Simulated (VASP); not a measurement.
## ZrB2: relaxation of shape and atoms at fixed volume with PBEsol+D3(BJ)

The system is ZrB2.

```
Zr B
1.0
     3.09199    0.00000    0.00000
    -1.54600    2.67774    0.00000
     0.00000    0.00000    3.41970
Zr B
1 2
Direct
  0.00000 0.00000 0.00000
  0.33333 0.66667 0.50000
  0.66667 0.33333 0.50000
```

This cell differs from its parent crystal: volume scaled by 0.96.

* Program: VASP 6.6.1
* Task: relaxation of shape and atoms at fixed volume
* Functional: PBEsol
* Dispersion: D3(BJ)
* Potentials or basis: VASP PAW PBE potentials, release 64 (Zr_sv, B)
* Cutoff: 600 eV
* k mesh: 8 × 8 × 8
* Occupations: gaussian, width 0.05 eV
* Spin: no spin polarisation
* Dipole correction: no
* Further INCAR settings: ALGO = Normal; EDIFF = 1e-06; IBRION = 2; EDIFFG = -0.01; NSW = 60; ISIF = 4

```json
{
 "Pressure after relaxing": "12.1 GPa",
 "Band gap on the k mesh": "zero (band 9 reaches 11.90 eV, above the bottom of band 10 at 11.29 eV)",
 "Dispersion energy per atom": "-0.396 eV"
}
```

Stress tensor (GPa, compression positive):
```
12.18  0.00  0.00
 0.00 12.18  0.00
 0.00  0.00 11.96
```

Final structure:
```
Zr B
1.0
     3.09199    0.00000    0.00000
    -1.54600    2.67774    0.00000
     0.00000    0.00000    3.41970
Zr B
1 2
Cartesian
  0.0000 0.0000 0.0000
  0.0000 1.7852 1.7098
  1.5460 0.8926 1.7098
```

Levels at points of the mesh, in eV from the Fermi level:
```
           k point  band 6  band 7  band 8  band 9  band 10  band 11  band 12  band 13
(0.00, 0.00, 0.00)   -2.76   -2.76   -2.71   -2.12     3.86     3.86     4.78     4.78
(0.50, 0.00, 0.00)   -8.38   -4.06   -3.06   -2.87     2.52     2.63     5.53     5.69
(0.00, 0.00, 0.50)   -7.10   -0.93   -0.93    0.34     0.34     0.92     0.92     2.25
(0.50, 0.00, 0.50)   -6.92   -4.86   -4.34   -1.69     4.36     4.58     5.99     7.25
```

Wall time 28 s on 1 thread of AMD EPYC 9R45 (Zen 5), with other jobs on the host, peak memory 0.15 GiB.

Caveat: the relaxation stopped at its first step, so nothing moved; the PAW data sets were made with another functional, which shifts forces and pressure a little; pairwise dispersion overbinds metals, which lowers pressure and volume.
